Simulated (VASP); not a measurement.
A run of VASP 6.6.1 is set up as follows.

Contents of INCAR:

```
PREC = Accurate
ENCUT = 520
EDIFF = 1E-6
ISMEAR = 0
SIGMA = 0.15
LREAL = False
LASPH = True
NELM = 80
ALGO = Normal
ISIF = 2
LWAVE = False
LCHARG = True
GGA = PS
LELF = True
LVHAR = True
NBANDS = 18
```

Contents of KPOINTS:

```
Automatic mesh
0
Gamma
  12 12 10
```

POSCAR

```
PtSe2
1.0
    3.7607249071      0.0000000000      0.0000000000
   -1.8803624535      3.2568833062      0.0000000000
    0.0000000000      0.0000000000      4.5715116915
Pt Se
1 2
Direct
    0.0000000000      0.0000000000      0.0000000000
    0.3333333333      0.6666666667      0.2606754608
    0.6666666667      0.3333333333      0.7393245392
```

Potentials or basis: VASP PAW PBE potentials, release 64 (Pt, Se).

The run is started by

```console
$ cat potpaw_PBE.64/Pt/POTCAR potpaw_PBE.64/Se/POTCAR > POTCAR
$ mpirun -np 1 vasp_std > vasp.out
```

Problem. Estimate the largest force.

Solution. 0.765 eV/Å.

Problem. Predict the band gap on the k mesh.

Solution. Zero (bands 11 and 12 overlap by 0.98 eV).

Problem. Estimate the pressure.

Solution. 7.2 GPa.

Stress tensor (GPa, compression positive):
```
6.76 0.00 0.00
0.00 6.76 0.00
0.00 0.00 7.97
```

Caveat: the cell differs from its parent crystal (strain -0.0600 x Voigt [0, 0, 1, 0, 0, 0]); the cell stands under pressure; the PAW data sets were made with another functional, which shifts forces and pressure a little; spin-orbit coupling is left out, which moves the levels of the heavy elements.
